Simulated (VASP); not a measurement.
Hf3As4:

```
Hf As
1.0
     5.53221    0.00000    0.00000
     0.00000    5.53221    0.00000
     0.00000    0.00000    5.53221
Hf As
3 4
Direct
  0.00000 0.00000 0.50000
  0.50000 0.00000 0.00000
  0.00000 0.50000 0.00000
  0.28429 0.71571 0.28429
  0.71571 0.28429 0.28429
  0.28429 0.28429 0.71571
  0.71571 0.71571 0.71571
```

The cell was built from a structure type or drawn by symmetry, and may not be a known phase.

```yaml
Program: VASP 6.6.1
Task: relaxation of cell and atoms
Functional: PBE
Potentials_or_basis: VASP PAW PBE potentials, release 64 (Hf_pv, As)
Cutoff: 600 eV
k_mesh: 4 × 4 × 4
Occupations: gaussian, width 0.1 eV
Spin: no spin polarisation
```

At the start: pressure 9.5 GPa; volume 24.19 Å³/atom.

**Question.** How do energy, volume and symmetry change on relaxing?

**Answer.** Over 8 steps the energy falls by 101.9 meV/atom and the volume is 28.88 Å³/atom (+19.4 %); space group P-43m (No. 215, to 0.1 Å) before and after.

The path:
```
step  energy change (eV)  largest force (eV/Å)  pressure (GPa)  volume (Å³)
   1              0.0000                0.3293            9.54       169.31
   2             -0.0425                1.3430           -6.16       207.12
   3             -0.4878                0.6336            0.05       187.28
   4             -0.4879                0.6173            0.20       186.91
   5             -0.5494                0.5094            0.17       188.80
   6             -0.6704                0.2338            0.12       194.54
   7             -0.6957                0.1376            0.03       206.38
   8             -0.7135                0.0365            0.10       202.17
```

Final structure:
```
CELL_PARAMETERS angstrom
5.86911 0.00000 0.00000
0.00000 5.86911 0.00000
0.00000 0.00000 5.86911
ATOMIC_POSITIONS crystal
Hf 0.00000 0.00000 0.50000
Hf 0.50000 0.00000 0.00000
Hf 0.00000 0.50000 0.00000
As 0.26427 0.73573 0.26427
As 0.73573 0.26427 0.26427
As 0.26427 0.26427 0.73573
As 0.73573 0.73573 0.73573
```

Caveat: the volume moved by over 15 % at a fixed basis, so the end points are rough.
